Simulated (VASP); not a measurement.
Input of a VASP 6.6.1 run:

The input INCAR:

```
SYSTEM = W
  PREC = Accurate
  ENCUT = 500
  EDIFF = 1E-6
  ISMEAR = 0
  SIGMA = 0.0066
  LREAL = .FALSE.
  LASPH = .TRUE.
  NELM = 120
  ALGO = Normal
  ISIF = 2
  LWAVE = .FALSE.
  LCHARG = .FALSE.
  GGA = B5
  ALDAX = 1.0
  AGGAX = 1.0
  AGGAC = 1.0
  ALDAC = 0.0
  NBANDS = 13
  GGA_COMPAT = .FALSE.
```

Contents of KPOINTS:

```
Automatic mesh
0
G
  6 6 6
  0 0 0
```

The input POSCAR:

```
W
1.0
   -1.5851577801      1.5851577801      1.5851577801
    1.5851577801     -1.5851577801      1.5851577801
    1.5851577801      1.5851577801     -1.5851577801
W
1
Direct
    0.0000000000      0.0000000000      0.0000000000
```

Potentials or basis: VASP PAW PBE potentials, release 64 (W_sv).

Command:

```console
$ cat potpaw_PBE.64/W_sv/POTCAR > POTCAR
$ mpirun -np 1 vasp_std > vasp.out
```

(1) Predict the band gap on the k mesh.

(2) Estimate the pressure.

## Answers

(1) zero (band 7 reaches 16.98 eV, above the bottom of band 8 at 10.64 eV).

(2) 14.4 GPa.

Caveat: the k points lie up to 0.47 Å⁻¹ apart; the PAW data sets were made with another functional, which shifts forces and pressure a little; spin-orbit coupling is left out, which moves the levels of the heavy elements.
